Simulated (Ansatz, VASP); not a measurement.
Two plane-wave programs on Cu

```
Cu
1.0
     0.00000    1.83600    1.83600
     1.83600    0.00000    1.83600
     1.83600    1.83600    0.00000
Cu
1
Cartesian
  0.0000 0.0000 0.0000
```

Alike in both runs: task single point; functional PBE; k mesh 12 × 12 × 12; occupations fermi-dirac, width 0.1 eV; no spin polarisation.

|  | VASP | Ansatz |
| --- | --- | --- |
| version | VASP 6.6.1 | Ansatz 0.2.0 |
| potentials or method | VASP PAW PBE potentials, release 64 (Cu), cutoff 600 eV | PAW, plane waves, scalar-relativistic |
| valence electrons in the cell | 11 | 19 |

Ansatz gave:

| Quantity | Value |
| --- | --- |
| pressure (GPa) | -4.5 |

Task: What did VASP give for the same quantities?

Result: Pressure (GPa): -3.9.

VASP's potentials hold 11 valence electrons a cell and Ansatz's 19, so a difference there can come from the potentials and not from the codes.
